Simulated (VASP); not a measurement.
Wanted: the native input for a VASP 6.6.1 run.

- Task: relaxation of cell and atoms
- Functional: PBE
- Potentials or basis: VASP PAW PBE potentials, release 64 (Zn, H)
- Cutoff: 600 eV
- k mesh: 12 × 12 × 14
- Occupations: gaussian, width 0.1 eV
- Spin: no spin polarisation
- Dipole correction: no
- Further INCAR settings: ALGO = Normal; EDIFF = 1e-07; IBRION = 2; EDIFFG = -0.01; NSW = 100; ISIF = 3

The structure of ZnH5 lies in POSCAR:

```
ZnH5
1.0
    3.7108582895      0.0000000000      0.0000000000
   -1.8554291448      3.2136975486      0.0000000000
    0.0000000000      0.0000000000      2.5646360414
Zn H
1 5
Direct
    0.0000000000      0.0000000000      0.0000000000
    0.5000000000      0.0000000000      0.5000000000
    0.5000000000      0.5000000000      0.5000000000
    0.0000000000      0.5000000000      0.5000000000
    0.3333333333      0.6666666667      0.0000000000
    0.6666666667      0.3333333333      0.0000000000
```

The cell was built from a structure type or drawn by symmetry, and may not be a known phase.

The input as run:

INCAR

```
SYSTEM = ZnH5
PREC     = Accurate       ! precision mode
ENCUT    = 600            ! plane-wave cutoff, eV
EDIFF    = 1E-7           ! SCF threshold, eV
ISMEAR   = 0              ! smearing method
SIGMA    = 0.1            ! smearing width, eV
LREAL    = .FALSE.        ! projectors in reciprocal space
LASPH    = .TRUE.         ! aspherical terms in the spheres
NELM     = 100            ! most SCF steps
ALGO     = Normal         ! electronic algorithm
ISIF     = 3              ! what is computed and relaxed
LWAVE    = .FALSE.        ! write WAVECAR
LCHARG   = .FALSE.        ! write CHGCAR
GGA      = PE             ! functional
IBRION   = 2              ! ionic algorithm
NSW      = 100            ! ionic steps
EDIFFG   = -0.01          ! ionic threshold
```

KPOINTS

```
Automatic mesh
0
G
  12 12 14
  0 0 0
```

Potentials or basis: VASP PAW PBE potentials, release 64 (Zn, H).

The run is started by

```console
$ cat potpaw_PBE.64/Zn/POTCAR potpaw_PBE.64/H/POTCAR > POTCAR
$ mpirun -np 1 vasp_std > vasp.out
```

It gave:

* Relaxed volume: 5.14 Å³/atom
* Relaxed cell: a = 3.765 Å, b = 3.765 Å, c = 2.514 Å, α = 90.00°, β = 90.00°, γ = 120.00°
* Space group after relaxing (to 0.1 Å): P6/mmm (No. 191)
* Energy gained by relaxing: 1.3 meV/atom
* Ionic steps: 6
* Pressure after relaxing: -0.2 GPa
* Band gap on the k mesh: zero (an odd number of electrons rules out a gap without spin polarisation)

Wall time 3.5 min on 1 thread of Intel Xeon 8259CL, with other jobs on the host, peak memory 0.21 GiB.
